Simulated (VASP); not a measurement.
A run of VASP 6.6.1:

INCAR

```
PREC = Accurate ; ENCUT = 520
EDIFF = 1E-6 ; ISMEAR = -1
SIGMA = 0.1 ; LREAL = Auto
LASPH = True ; NELM = 80
ALGO = Normal ; ISIF = 2
LWAVE = False ; LCHARG = False
GGA = PS ; NBANDS = 174
```

The input KPOINTS:

```
Automatic mesh
0
Gamma
  2 2 3
```

POSCAR

```
Nb7Sn16
1.0
    0.0000005700     11.2354140000     -0.0000003000
   -0.0000001400     -2.8088532500      9.5127110700
    4.9038181400      2.8088532500     -0.0000000700
Sn Nb
16 7
Direct
    0.1999082044      0.8319443326      0.0292443558
    0.2905757914      0.1610287620     -0.0023661447
    0.4230075042      0.6989535490      0.5097872281
    0.3291924343      0.3219233835      0.5004769319
    0.4113455471     -0.0002070758      0.3413431570
    0.0771888005     -0.0043007645      0.6728185796
    0.2176908961      0.5064255649      0.1724507155
    0.0439781236      0.4994993580      0.8435855341
    0.7124427861      0.8194809192     -0.0277280453
    0.7917698831      0.1732697678      0.0052280840
    0.9176434374      0.6578940813      0.4955388841
    0.8349737888      0.3401260967      0.5026186741
    0.9192679144     -0.0034791030      0.3281335950
    0.5934751809      0.0023382634      0.6534177187
    0.7057676374      0.4996486478      0.1588702202
    0.5323959597      0.5078523023      0.8335496242
    0.0638555565      0.2532380098      0.0067357716
    0.0598790898      0.2442634950      0.5030308893
    0.1922658104      0.7534761689      0.5071087314
    0.5605462075      0.2508355557     -0.0036820869
    0.9373936040      0.7445223795     -0.0012226045
    0.5615073889      0.2482724626      0.4995629211
    0.6863736407      0.7541526477      0.4924362294
```

Potentials or basis: VASP PAW PBE potentials, release 64 (Sn_d, Nb_sv).

The run is started by

```bash
$ cat potpaw_PBE.64/Sn_d/POTCAR potpaw_PBE.64/Nb_sv/POTCAR > POTCAR
$ mpirun -np 1 vasp_std > vasp.out
```

Hardware: 1 thread of Intel(R) Xeon(R) Platinum 8488C (Sapphire Rapids), on a shared host.

Problem. Estimate the wall time of this run.

Solution. Wall time 24 min on 1 thread of Intel(R) Xeon(R) Platinum 8488C (Sapphire Rapids) (shared host), peak memory 0.86 GiB. Counts: scf iterations 18, k points 8.
